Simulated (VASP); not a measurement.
Input of a VASP 6.6.1 run:

INCAR

```
SYSTEM = Ir
PREC = Accurate
ENCUT = 520
EDIFF = 1E-7
ISMEAR = 0
SIGMA = 0.1
LREAL = .FALSE.
LASPH = .TRUE.
NELM = 80
ALGO = Fast
ISIF = 2
LWAVE = .FALSE.
LCHARG = .FALSE.
GGA = PE
NBANDS = 16
```

Contents of KPOINTS:

```
Automatic mesh
0
G
  18 18 14
  0 0 0
```

Contents of POSCAR:

```
Ir
1.0
    1.9933860993      1.9933860993      0.0000000000
   -1.9933860993      1.9933860993      0.0000000000
    0.0000000000      0.0000000000      3.8009808728
Ir
2
Direct
    0.0000000000      0.0000000000      0.0000000000
    0.5000000000      0.5000000000      0.5000000000
```

Potentials or basis: VASP PAW PBE potentials, release 64 (Ir).

The run is started by

```sh
$ cat potpaw_PBE.64/Ir/POTCAR > POTCAR
$ mpirun -np 1 vasp_std > vasp.out
```

(1) Predict the pressure.

(2) Predict the band gap on the k mesh.

Results:

(1) -12.0 GPa.

(2) zero (band 9 reaches 10.77 eV, above the bottom of band 10 at 7.45 eV).

Caveat: the cell differs from its parent crystal (biaxial strain in the a-b plane: +3.0 %); spin-orbit coupling is left out, which moves the levels of the heavy elements.
